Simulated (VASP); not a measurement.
CoSi2: single point with PBE

CoSi2:

```
Co Si
1.0
     0.00000    2.68157    2.68157
     2.68157    0.00000    2.68157
     2.68157    2.68157    0.00000
Co Si
1 2
Direct
  0.00000 0.00000 0.00000
  0.25000 0.25000 0.25000
  0.75000 0.75000 0.75000
```

| Item | Value |
| --- | --- |
| Program | VASP 6.6.1 |
| Task | single point |
| Functional | PBE |
| Potentials or basis | VASP PAW PBE potentials, release 64 (Co, Si) |
| Cutoff | 520 eV |
| k mesh | 12 × 12 × 12 |
| Occupations | gaussian, width 0.05 eV |
| Spin | collinear spin |
| Starting moments | [0.05, 0.0, 0.0] μB |

```json
{
 "Pressure": "-0.6 GPa",
 "Net moment": "0.00 μB per cell",
 "Valence electrons inside the program's atomic spheres": "Co 8.84; Si 1.59"
}
```

Levels at points of the mesh, in eV from the Fermi level:
Spin up:
```csv
k point,band 6,band 7,band 8,band 9,band 10,band 11,band 12,band 13
"(0.00, 0.00, 0.00)",-1.88,0.73,3.41,3.41,3.41,3.47,3.47,3.47
"(0.50, 0.00, 0.00)",-1.60,-1.60,-0.46,-0.46,2.70,3.41,3.41,4.33
"(0.50, 0.50, 0.00)",-1.93,-1.93,-1.88,-1.31,1.57,2.94,8.57,9.56
```
Spin down:
```tsv
k point	band 5	band 6	band 7	band 8	band 9	band 10	band 11	band 12	band 13	band 14
(0.00, 0.00, 0.00)	-1.88	-1.88	0.73	3.41	3.41	3.41	3.47	3.47	3.47	5.67
(0.50, 0.00, 0.00)	-2.15	-1.60	-1.60	-0.46	-0.46	2.70	3.41	3.41	4.33	10.36
(0.50, 0.50, 0.00)	-3.63	-1.93	-1.93	-1.88	-1.31	1.57	2.94	8.57	9.56	9.56
```

It took 2.8 min on 1 thread of Intel Xeon 8259CL, on a shared host, peak memory 0.23 GiB.
